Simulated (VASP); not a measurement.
# Ca in VASP: notebook

Runs on Ca. Level: PBEsol. Tasks: single point, relaxation of the atoms.

Program: VASP 6.6.1. These are calculated values, not measurements. Logs are shortened: lines on timing, memory, paths and dates and some standing lists are left out, and cuts for length are marked.

## 1. The cell of the first run

The cell holds a slab with vacuum, 4 atoms: a = 3.814 Å, b = 3.814 Å, c = 25.356 Å, α = 90.00°, β = 90.00°, γ = 109.69°.

## 2. Single point, PBEsol

File INCAR:

```
SYSTEM = Ca
  PREC = Accurate
  ENCUT = 520
  EDIFF = 1E-7
  ISMEAR = -1
  SIGMA = 0.1
  LREAL = .FALSE.
  LASPH = .TRUE.
  NELM = 60
  ALGO = Normal
  ISIF = 2
  LWAVE = .FALSE.
  LCHARG = .FALSE.
  LDIPOL = .TRUE.
  IDIPOL = 3
  DIPOL = 0.5 0.5 0.500
  GGA = PS
  NBANDS = 28
```

File KPOINTS:

```
Automatic mesh
0
G
  5 5 1
  0 0 0
```

File POSCAR:

```
Ca
1.0
    3.8142862081      0.0000000000      0.0000000000
   -1.2854140522      3.5911683324      0.0000000000
    0.0000000000      0.0000000000     25.3558924564
Ca
4
Direct
    0.5000000000      0.5000000000      0.3272194283
    0.0000000000      0.0000000000      0.4412029325
    0.5000000000      0.5000000000      0.5587967932
    0.0000000000      0.0000000000      0.6727808460
```

Potentials or basis: VASP PAW PBE potentials, release 64 (Ca_sv).

Run with:

```bash
> cat potpaw_PBE.64/Ca_sv/POTCAR > POTCAR
> mpirun -np 1 vasp_std > vasp.out
```

OUTCAR:

```text
SYSTEM = Ca
   PREC = Accurate
   ENCUT = 520
   EDIFF = 1E-7
   ISMEAR = -1
   LREAL = .FALSE.
   LASPH = .TRUE.
   NELM = 60
   ISIF = 2
   GGA = PS

 ion  position               nearest neighbor table
   1  0.500  0.500  0.327-
   2  0.000  0.000  0.441-
   3  0.500  0.500  0.559-
   4  0.000  0.000  0.673-

  LATTYP: Found a base centered orthorhombic cell.
 ALAT       =     4.3922300000
 B/A-ratio  =     1.4200671726
 C/A-ratio  =     5.7728972428

  Lattice vectors:

 A1 = (   3.8142862081,   0.0000000000,   0.0000000000)
 A2 = (  -1.2854140522,   3.5911683324,   0.0000000000)
 A3 = (   0.0000000000,   0.0000000000,  25.3558924564)

Analysis of symmetry for initial positions (statically):
=====================================================================
 Subroutine PRICEL returns:
 Original cell was already a primitive cell.

 Routine SETGRP: Setting up the symmetry group for a
 base centered orthorhombic supercell.

 Subroutine GETGRP returns: Found  8 space group operations
 (whereof  4 operations were pure point group operations)
 out of a pool of  8 trial point group operations.

The static configuration has the point symmetry C_2v.
 The point group associated with its full space group is D_2h.

Analysis of symmetry for dynamics (positions and initial velocities):
=====================================================================
 Subroutine PRICEL returns:
 Original cell was already a primitive cell.

 Routine SETGRP: Setting up the symmetry group for a
 base centered orthorhombic supercell.

 Subroutine GETGRP returns: Found  8 space group operations
 (whereof  4 operations were pure point group operations)
 out of a pool of  8 trial point group operations.

The dynamic configuration has the point symmetry C_2v.
 The point group associated with its full space group is D_2h.

 Subroutine INISYM returns: Found  8 space group operations
 (whereof  4 operations are pure point group operations),
 and found     1 'primitive' translations

----------------------------------------------------------------------------------------

                                     Primitive cell

  volume of cell :     347.3185

  direct lattice vectors                    reciprocal lattice vectors
     3.814286208  0.000000000  0.000000000     0.262172251  0.093841297  0.000000000
    -1.285414052  3.591168332  0.000000000     0.000000000  0.278460909  0.000000000
     0.000000000  0.000000000 25.355892456     0.000000000  0.000000000  0.039438564

  length of vectors
     3.814286208  3.814286208 25.355892456     0.278460909  0.278460909  0.039438564

  position of ions in fractional coordinates (direct lattice)
     0.500000000  0.500000000  0.327219428
     0.000000000  0.000000000  0.441202932
     0.500000000  0.500000000  0.558796793
     0.000000000  0.000000000  0.672780846

  ion indices of the primitive-cell ions
   primitive index   ion index
                 1           1
                 2           2
                 3           3
                 4           4

----------------------------------------------------------------------------------------

 KPOINTS: Automatic mesh

Automatic generation of k-mesh.
 Grid dimensions read from file:
 generate k-points for:    5    5    1

 Generating k-lattice:

  Cartesian coordinates                     Fractional coordinates (reciprocal lattice)
     0.052434450  0.018768259  0.000000000     0.200000000 -0.000000000  0.000000000
     0.000000000  0.055692182  0.000000000     0.000000000  0.200000000  0.000000000
     0.000000000  0.000000000  0.039438564     0.000000000  0.000000000  1.000000000

  Length of vectors
     0.055692182  0.055692182  0.039438564

  Shift w.r.t. Gamma in fractional coordinates (k-lattice)
     0.000000000  0.000000000  0.000000000

 Subroutine IBZKPT returns following result:
 ===========================================

 Found      9 irreducible k-points:

 Following reciprocal coordinates:
            Coordinates               Weight
  0.000000  0.000000  0.000000      1.000000
  0.200000  0.000000  0.000000      4.000000
  0.400000  0.000000  0.000000      4.000000
  0.200000  0.200000  0.000000      2.000000
  0.400000  0.200000  0.000000      4.000000
 -0.400000  0.200000  0.000000      4.000000
 -0.200000  0.200000  0.000000      2.000000
  0.400000  0.400000  0.000000      2.000000
 -0.400000  0.400000  0.000000      2.000000
   k-points           NKPTS =      9   k-points in BZ     NKDIM =      9   number of bands    NBANDS=     28
   number of dos      NEDOS =    301   number of ions     NIONS =      4
   total plane-waves  NPLWV = 150528
   dimension x,y,z NGX =    28 NGY =   28 NGZ =  192
   dimension x,y,z NGXF=    56 NGYF=   56 NGZF=  384
   ions per type =               4
   NGX,Y,Z   is equivalent  to a cutoff of  12.20, 12.20, 12.59 a.u.
   NGXF,Y,Z  is equivalent  to a cutoff of  24.41, 24.41, 25.18 a.u.
 SYSTEM =  Ca
   PREC   = accura    normal or accurate (medium, high low for compatibility)
   ISTART =      0    job   : 0-new  1-cont  2-samecut
   ICHARG =      2    charge: 1-file 2-atom 10-const
   ISPIN  =      1    spin polarized calculation?
   LNONCOLLINEAR =      F non collinear calculations
   LSORBIT =      F    spin-orbit coupling
   LASPH  =      T    aspherical Exc in radial PAW
   ENCUT  =  520.0 eV  38.22 Ry    6.18 a.u.   7.09  7.09 47.15*2*pi/ulx,y,z
   NELM   =     60;   NELMIN=  2; NELMDL= -5     # of ELM steps
   EDIFF  = 0.1E-06   stopping-criterion for ELM
   LREAL  =      F    real-space projection
   EDIFFG = 0.1E-05   stopping-criterion for IOM
   NSW    =      0    number of steps for IOM
   IBRION =     -1    ionic relax: 0-MD 1-quasi-New 2-CG
   NFREE  =      0    steps in history (QN), initial steepest desc. (CG)
   ISIF   =      2    stress and relaxation
   ISYM   =      2    0-nonsym 1-usesym 2-fastsym
   POTIM  = 0.5000    time-step for ionic-motion
   TEBEG  =    0.0;   TEEND  =   0.0 temperature during run
   PSTRESS=    0.0 pullay stress
   NELECT =      40.0000    total number of electrons
   NUPDOWN=      -1.0000    fix difference up-down
   EMIN   =  10.00;   EMAX   =-10.00  energy-range for DOS
   EFERMI =   0.00;   METHOD = LEGACY
   ISMEAR =    -1;   SIGMA  =   0.10  broadening in eV -4-tet -1-fermi 0-gaus
   EFERMI_NEDOS =   21; number of points for ismear=-14 and -15
   IALGO  =     38    algorithm
   IMIX   =      4    mixing-type and parameters
     AMIX     =   0.40;   BMIX     =  1.00
     AMIX_MAG =   1.60;   BMIX_MAG =  1.00
  volume/ion in A,a.u.               =      86.83       585.96
  Fermi-wavevector in a.u.,A,eV,Ry     =   0.796500  1.505166  8.631692  0.634411
  Thomas-Fermi vector in A             =   1.903034
   LORBIT       =      0    0 simple, 1 ext, 2 COOP (PROOUT), +10 PAW based schemes
   GGA     = PS    functional components
   LHFCALC =     F    Hartree Fock is set to
   AEXX    =    0.0000 exact exchange contribution
   IVDW    =     0    specifies the selected vdW correction
   LEPSILON=     F    determine dielectric tensor
   LRPA    =     F    only Hartree local field effects (RPA)
 non-spin polarized calculation
  energy-cutoff  :      520.00
  volume of cell :      347.32
 maximum number of plane-waves:      9396
   NGX = 15   NGY = 15   NGZ = 95

 dipolmoment           0.000000      0.000000     -0.000000 electrons x Angstroem

 number of electron      40.0000008 magnetization

 dipolmoment           0.000000      0.000000      0.000105 electrons x Angstroem

 Free energy of the ion-electron system (eV)
  ---------------------------------------------------
  ext. energy  EPLUGINS =         0.00000000
  ---------------------------------------------------
  free energy    TOTEN  =        -7.70446006 eV

  energy without entropy =       -7.51485535  energy(sigma->0) =       -7.60965770

 E-fermi :  -0.4234     XC(G=0):  -4.3570

 val. band max:       -0.4486245451   @ k =  -0.4000   0.2000   0.0000
 cond. band min:      -0.4030345201   @ k =  -0.4000   0.4000   0.0000
 fundamental gap:      0.0455900250
 Fermi energy:        -0.4233910759

 k-point     1 :       0.0000    0.0000    0.0000
  band No.  band energies     occupation
      1     -42.6291      2.00000
      2     -42.6278      2.00000
      3     -42.1212      2.00000
      4     -42.1105      2.00000
      5     -23.7615      2.00000
      6     -23.7600      2.00000
[... 20 lines left out ...]
     27       1.4722      0.00000
     28       1.8175      0.00000

 k-point     2 :       0.2000    0.0000    0.0000
  band No.  band energies     occupation
      1     -42.6266      2.00000
      2     -42.6253      2.00000
      3     -42.1177      2.00000
      4     -42.1090      2.00000
      5     -23.7570      2.00000
      6     -23.7556      2.00000
[... 20 lines left out ...]
     27       1.3023      0.00000
     28       1.5547      0.00000

 k-point     3 :       0.4000    0.0000    0.0000
  band No.  band energies     occupation
      1     -42.6226      2.00000
      2     -42.6212      2.00000
      3     -42.1110      2.00000
      4     -42.1076      2.00000
      5     -23.7500      2.00000
      6     -23.7486      2.00000
[... 20 lines left out ...]
     27       0.9658      0.00000
     28       1.0275      0.00000

 k-point     4 :       0.2000    0.2000    0.0000
  band No.  band energies     occupation
      1     -42.6239      2.00000
      2     -42.6226      2.00000
      3     -42.1128      2.00000
      4     -42.1086      2.00000
      5     -23.7520      2.00000
      6     -23.7506      2.00000
[... 113 lines left out ...]
     27       1.4627      0.00000
     28       1.5033      0.00000

 k-point     8 :       0.4000    0.4000    0.0000
  band No.  band energies     occupation
      1     -42.6174      2.00000
      2     -42.6160      2.00000
      3     -42.1073      2.00000
      4     -42.1007      2.00000
      5     -23.7420      2.00000
      6     -23.7407      2.00000
[... 20 lines left out ...]
     27       0.7031      0.00003
     28       1.1855      0.00000

 k-point     9 :      -0.4000    0.4000    0.0000
  band No.  band energies     occupation
      1     -42.6177      2.00000
      2     -42.6164      2.00000
      3     -42.1086      2.00000
      4     -42.1000      2.00000
      5     -23.7429      2.00000
      6     -23.7415      2.00000
[... 20 lines left out ...]
     27       1.3074      0.00000
     28       1.8965      0.00000

------------------------ aborting loop because EDIFF is reached ----------------------------------------

 vacuum level on the upper side and lower side of the slab       (xc-potential included)        -0.148        -0.149

  FORCE on cell =-STRESS in cart. coord.  units (eV):
  Direction    XX          YY          ZZ          XY          YZ          ZX
  --------------------------------------------------------------------------------------
  -------------------------------------------------------------------------------------
  Total       -0.3459422     -0.4389315      0.0516802     -0.1298960      0.0000000      0.0000000
  in kB       -1.5958284     -2.0247873      0.2384002     -0.5992092      0.0000000      0.0000000
  external PRESSURE =      -1.1274052 kB  Pullay stress =       0.0000000 kB

 VOLUME and BASIS-vectors are now :
 -----------------------------------------------------------------------------
  energy-cutoff  :      520.00
  volume of cell :      347.32
      direct lattice vectors                 reciprocal lattice vectors
     3.814286208  0.000000000  0.000000000     0.262172251  0.093841297  0.000000000
    -1.285414052  3.591168332  0.000000000     0.000000000  0.278460909  0.000000000
     0.000000000  0.000000000 25.355892456     0.000000000  0.000000000  0.039438564

 POSITION                                       TOTAL-FORCE (eV/Angst)
 -----------------------------------------------------------------------------------
      1.26444      1.79558      8.29694        -0.000000      0.000000     -0.010049
      0.00000      0.00000     11.18709         0.000000      0.000000      0.000445
      1.26444      1.79558     14.16879         0.000000      0.000000     -0.000445
      0.00000      0.00000     17.05896         0.000000      0.000000      0.010049
 -----------------------------------------------------------------------------------
    total drift:                               -0.000000      0.000000      0.017454

  FREE ENERGIE OF THE ION-ELECTRON SYSTEM (eV)
  ---------------------------------------------------
  free  energy   TOTEN  =        -7.7044600552 eV

  energy  without entropy=       -7.5148553497  energy(sigma->0) =       -7.60965770

 vacuum level on the upper side and lower side of the slab         2.266         2.265
```

It took 2.4 min on 1 thread of Intel Xeon Platinum 8259CL at 2.50GHz (Skylake/Cascade Lake), shared host; peak memory 0.38 GiB.

Results:

- Free energy: -7.7045 eV
- Largest force: 0.010 eV/Å
- Band gap on the k mesh: zero (bands 20 and 21 overlap by 0.05 eV)

Forces on the atoms (eV/Å):
```
Ca   0.000  0.000 -0.010
Ca   0.000  0.000  0.000
Ca   0.000  0.000  0.000
Ca   0.000  0.000  0.010
```

Caveat: the PAW data sets were made with another functional, which shifts forces and pressure a little.

[end of part 1 of 2]

The gap in the log of VASP goes by the Fermi energy; the results here count the filled bands.